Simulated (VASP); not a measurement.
Write the native input for VASP 6.6.1 that does the following.

```
Task                   : relaxation of cell and atoms
Functional             : r2SCAN
Potentials or basis    : VASP PAW PBE potentials, release 64 (Mg)
Cutoff                 : 600 eV
k mesh                 : 11 × 11 × 6
Occupations            : fermi-dirac, width 0.1 eV
Spin                   : no spin polarisation
Dipole correction      : no
Further INCAR settings : ALGO = Normal; EDIFF = 1e-06; IBRION = 2; EDIFFG = -0.01; NSW = 80; ISIF = 3
```

The system is Mg.

```
Mg
1.0
     3.20927    0.00000    0.00000
    -1.60464    2.77931    0.00000
     0.00000    0.00000    5.21033
Mg
2
Direct
  0.33333 0.66667 0.25000
  0.66667 0.33333 0.75000
```

One way to write it, as run:

POSCAR

```
Mg
1.0
    3.2092715325      0.0000000000      0.0000000000
   -1.6046357662      2.7793106748      0.0000000000
    0.0000000000      0.0000000000      5.2103300000
Mg
2
Direct
    0.3333333333      0.6666666667      0.2500000000
    0.6666666667      0.3333333333      0.7500000000
```

INCAR.step1

```
SYSTEM = Mg
PREC = Accurate
ENCUT = 600
ISMEAR = -1
SIGMA = 0.1
LREAL = .False.
LASPH = .True.
NELM = 60
GGA = PE
ALGO = Normal
EDIFF = 1E-4
LWAVE = .True.
LCHARG = .False.
```

INCAR.step2

```
SYSTEM = Mg
PREC = Accurate
ENCUT = 600
EDIFF = 1E-6
ISMEAR = -1
SIGMA = 0.1
LREAL = .False.
LASPH = .True.
NELM = 60
ALGO = Normal
ISIF = 3
LWAVE = .False.
LCHARG = .False.
METAGGA = R2SCAN
LMIXTAU = .True.
IBRION = 2
NSW = 80
EDIFFG = -0.01
ISTART = 1
```

KPOINTS

```
Automatic mesh
0
Gamma
  11 11 6
  0 0 0
```

Potentials or basis: VASP PAW PBE potentials, release 64 (Mg).

Run with:

```console
$ cat potpaw_PBE.64/Mg/POTCAR > POTCAR
$ cp INCAR.step1 INCAR
$ mpirun -np 1 vasp_std > vasp.out
$ cp INCAR.step2 INCAR
$ mpirun -np 1 vasp_std > vasp.out
```

It gave:

| Quantity | Value |
| --- | --- |
| Relaxed volume | 22.43 Å³/atom |
| Relaxed cell | a = 3.172 Å, b = 3.172 Å, c = 5.147 Å, α = 90.00°, β = 90.00°, γ = 120.00° |
| Space group after relaxing (to 0.05 Å) | P6_3/mmc (No. 194) |
| Energy gained by relaxing | 3.6 meV/atom |
| Ionic steps | 3 |
| Pressure after relaxing | 0.0 GPa |
| Band gap on the k mesh | zero (band 2 reaches 3.65 eV, above the bottom of band 3 at 1.58 eV) |

Caveat: the PAW data sets were made with another functional, which shifts forces and pressure a little.

Wall time 2 min on 1 thread of Intel(R) Xeon(R) Platinum 8488C (Sapphire Rapids), with other jobs on the host, peak memory 0.21 GiB.
